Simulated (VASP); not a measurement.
# HfGe3: relaxation of cell and atoms with PBE

HfGe3:

```
Hf Ge
1.0
     4.55685    0.00000    0.00000
     0.00000    4.55685    0.00000
     0.00000    0.00000    4.55685
Hf Ge
1 3
Direct
  0.00000 0.00000 0.00000
  0.50000 0.00000 0.00000
  0.00000 0.50000 0.00000
  0.00000 0.00000 0.50000
```

| Property | Result |
| --- | --- |
| Program | VASP 6.6.1 |
| Task | relaxation of cell and atoms |
| Functional | PBE |
| Potentials or basis | VASP PAW PBE potentials, release 64 (Hf_pv, Ge_d) |
| Cutoff | 600 eV |
| k mesh | 4 × 4 × 4 |
| Occupations | gaussian, width 0.1 eV |
| Spin | no spin polarisation |
| Dipole correction | no |
| Further INCAR settings | ALGO = Normal; EDIFF = 1e-06; IBRION = 2; EDIFFG = -0.04; NSW = 90; ISIF = 3 |

The relaxed volume is 35.19 Å³/atom, the relaxed cell is a = 5.202 Å, b = 5.202 Å, c = 5.202 Å, α = 90.00°, β = 90.00°, γ = 90.00° and the space group after relaxing (to 0.05 Å) is Pm-3m (No. 221). The energy gained by relaxing is 941.5 meV/atom, the ionic steps are 4 and the pressure after relaxing is 0.1 GPa. The band gap on the k mesh is zero (band 26 reaches 2.69 eV, above the bottom of band 27 at -0.12 eV).

The path:
| step | energy change (eV) | largest force (eV/Å) | pressure (GPa) | volume (Å³) |
| --- | --- | --- | --- | --- |
| 1 | 0.0000 | 0.0000 | 34.20 | 94.62 |
| 2 | -2.7559 | 0.0000 | -6.34 | 181.99 |
| 3 | -3.7660 | 0.0000 | -0.21 | 141.84 |
| 4 | -3.7661 | 0.0000 | 0.10 | 140.77 |

Final structure:
```
Hf Ge
1.0
     5.20196    0.00000    0.00000
     0.00000    5.20196    0.00000
     0.00000    0.00000    5.20196
Hf Ge
1 3
Direct
  0.00000 0.00000 0.00000
  0.50000 0.00000 0.00000
  0.00000 0.50000 0.00000
  0.00000 0.00000 0.50000
```

Levels at points of the mesh, in eV from the Fermi level:
```csv
k point,band 22,band 23,band 24,band 25,band 26,band 27,band 28,band 29,band 30,band 31
"(0.00, 0.00, 0.00)",-0.88,-0.88,-0.88,2.00,2.00,2.00,2.22,2.22,2.22,3.51
"(0.50, 0.00, 0.00)",-1.61,-0.25,-0.25,-0.18,-0.18,0.63,1.43,2.06,3.11,3.11
"(0.50, 0.50, 0.00)",-2.47,-1.87,-0.84,-0.10,-0.10,0.69,1.11,1.11,4.18,4.87
"(0.50, 0.50, 0.50)",-3.67,-1.75,-1.75,-1.75,-0.81,-0.81,4.23,4.23,4.23,5.11
```

Run time: 55 s on 1 thread of Intel(R) Xeon(R) 6975P-C (Granite Rapids) (shared host), peak memory 0.22 GiB.

Caveat: the volume moved by over 15 % at a fixed basis, so the end points are rough; spin-orbit coupling is left out, which moves the levels of the heavy elements.
